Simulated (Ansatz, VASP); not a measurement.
Sc in VASP and in Ansatz

Contents of INCAR:

```
ALGO     = Normal         # electronic algorithm
EDIFF    = 1E-6           # SCF threshold, eV
ENCUT    = 520            # plane-wave cutoff, eV
GGA      = PS             # functional
ISIF     = 2              # what is computed and relaxed
ISMEAR   = -1             # smearing method
LASPH    = True           # aspherical terms in the spheres
LCHARG   = False          # write CHGCAR
LREAL    = False          # projectors in reciprocal space
LWAVE    = False          # write WAVECAR
NBANDS   = 12             # bands
NELM     = 100            # most SCF steps
PREC     = Accurate       # precision mode
SIGMA    = 0.08           # smearing width, eV
```

The input KPOINTS:

```
k-points
0
Gamma
  14 14 14
```

File POSCAR:

```
Sc
1.0
    0.0000000000      2.2779274597      2.2779274597
    2.2779274597      0.0000000000      2.2779274597
    2.2779274597      2.2779274597      0.0000000000
Sc
1
Direct
    0.0000000000      0.0000000000      0.0000000000
```

Input for Ansatz:

```yaml
crystal:
  lattice:
    - [0.0, 2.2779274597, 2.2779274597]
    - [2.2779274597, 0.0, 2.2779274597]
    - [2.2779274597, 2.2779274597, 0.0]
  atoms:
    - { symbol: Sc, position: [0.0, 0.0, 0.0] }
kpoints:
  mp_grid: { grid: [14, 14, 14] }
  band_path:
    path:
      - [0.0, 0.0, 0.0]
      - [0.5, 0.0, 0.5]
      - [0.625, 0.25, 0.625]
      - [0.375, 0.375, 0.75]
      - [0.0, 0.0, 0.0]
      - [0.5, 0.5, 0.5]
      - [0.5, 0.25, 0.75]
      - [0.5, 0.0, 0.5]
    npoints: 14
scf:
  occupations: { method: fermi_dirac, width: 0.08 }
hamiltonian:
  xc: pbesol
  pseudopotentials: { kind: all_electron, lapw: { basis_error: 0.001 } }
output:
  forces: true
  stress: true
  eigenvalues: true
  populations: true
  dos: { projected: true, de: 0.2, e_range: [-14, 8] }
```

Alike in both runs: task single point; functional PBEsol; k mesh 14 × 14 × 14; occupations fermi-dirac, width 0.08 eV; no spin polarisation.

|  | VASP | Ansatz |
| --- | --- | --- |
| version | VASP 6.6.1 | Ansatz 0.2.0 |
| potentials or method | VASP PAW PBE potentials, release 64 (Sc_sv), cutoff 520 eV | all-electron LAPW, scalar-relativistic |

|  | VASP | Ansatz | Ansatz less VASP |
| --- | --- | --- | --- |
| pressure (GPa) | 0.0 | 0.0 | 0.00 |

VASP's potentials were made for PBE, not for PBEsol. Ansatz ran all-electron here, and VASP with PAW potentials.
